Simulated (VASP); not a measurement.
Here is a VASP 6.6.1 calculation.

INCAR

```
SYSTEM = Sc2As3Se3
PREC = Accurate ; ENCUT = 600
EDIFF = 1E-7 ; ISMEAR = 0
SIGMA = 0.2 ; LREAL = .FALSE.
LASPH = .TRUE. ; NELM = 80
ALGO = Normal ; ISIF = 3
LWAVE = .FALSE. ; LCHARG = .FALSE.
GGA = PE ; IBRION = 2
NSW = 36 ; EDIFFG = -0.08
```

The input KPOINTS:

```
Automatic mesh
0
G
  4 4 4
  0 0 0
```

File POSCAR:

```
Sc2As3Se3
1.0
    2.8909829500      1.6691097800      6.7153011000
   -2.8909829500      1.6691097800      6.7153011000
    0.0000000000     -3.3382195700      6.7153011000
Sc As Se
2 3 3
Direct
    0.7433999800      0.7433999800      0.7433999800
    0.2566000200      0.2566000200      0.2566000200
    0.5000000000      0.5000000000      0.0000000000
    0.0000000000      0.5000000000      0.5000000000
    0.5000000000      0.0000000000      0.5000000000
    0.5000000000      0.5000000000      0.5000000000
    0.0925000000      0.0925000000      0.0925000000
    0.9075000000      0.9075000000      0.9075000000
```

Potentials or basis: VASP PAW PBE potentials, release 64 (Sc_sv, As, Se).

Command:

```sh
$ cat potpaw_PBE.64/Sc_sv/POTCAR potpaw_PBE.64/As/POTCAR potpaw_PBE.64/Se/POTCAR > POTCAR
$ mpirun -np 1 vasp_std > vasp.out
```

Question: Predict the relaxed cell.

Answer: a = 8.293 Å, b = 8.293 Å, c = 8.293 Å, α = 35.80°, β = 35.80°, γ = 35.80°.

Question: Predict the band gap on the k mesh.

Answer: Zero (an odd number of electrons rules out a gap without spin polarisation).

Forces in eV/Å, atoms in the order of the input:
```
Sc   0.000  0.000 -0.059
Sc   0.000  0.000  0.059
As   0.000  0.000  0.000
As   0.000  0.000  0.000
As   0.000  0.000  0.000
Se   0.000  0.000  0.000
Se   0.000  0.000 -0.016
Se   0.000  0.000  0.016
```

Caveat: the relaxation stopped at a loose force limit of 0.08 eV/Å, so its end isn't a converged minimum.
